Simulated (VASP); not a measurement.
Input of a VASP 6.6.1 run:

The input INCAR:

```
SYSTEM = Ba3Be
PREC = Accurate
ENCUT = 600
EDIFF = 1E-6
ISMEAR = 0
SIGMA = 0.1
LREAL = .FALSE.
LASPH = .TRUE.
NELM = 60
ALGO = Fast
ISIF = 3
LWAVE = .FALSE.
LCHARG = .FALSE.
GGA = PE
IBRION = 2
NSW = 100
EDIFFG = -0.01
```

The input KPOINTS:

```
regular mesh
0
G
  8 8 8
  0 0 0
```

File POSCAR:

```
Ba3Be
1.0
    5.5831369584      0.0000000000      0.0000000000
    0.0000000000      5.5831369584      0.0000000000
    0.0000000000      0.0000000000      5.5831369584
Ba Be
3 1
Direct
    0.0000000000      0.5000000000      0.5000000000
    0.5000000000      0.0000000000      0.5000000000
    0.5000000000      0.5000000000      0.0000000000
    0.0000000000      0.0000000000      0.0000000000
```

Potentials or basis: VASP PAW PBE potentials, release 64 (Ba_sv, Be).

The run is started by

```bash
$ cat potpaw_PBE.64/Ba_sv/POTCAR potpaw_PBE.64/Be/POTCAR > POTCAR
$ mpirun -np 1 vasp_std > vasp.out
```

Question: What does it give for the relaxed volume?

Answer: 43.44 Å³/atom.

Question: Estimate the relaxed cell.

Answer: a = 5.580 Å, b = 5.580 Å, c = 5.580 Å, α = 90.00°, β = 90.00°, γ = 90.00°.

Question: Estimate the space group after relaxing (to 0.05 Å).

Answer: Pm-3m (No. 221).

Final structure:
```
Ba Be
1.0
     5.58004    0.00000    0.00000
     0.00000    5.58004    0.00000
     0.00000    0.00000    5.58004
Ba Be
3 1
Direct
  0.00000 0.50000 0.50000
  0.50000 0.00000 0.50000
  0.50000 0.50000 0.00000
  0.00000 0.00000 0.00000
```
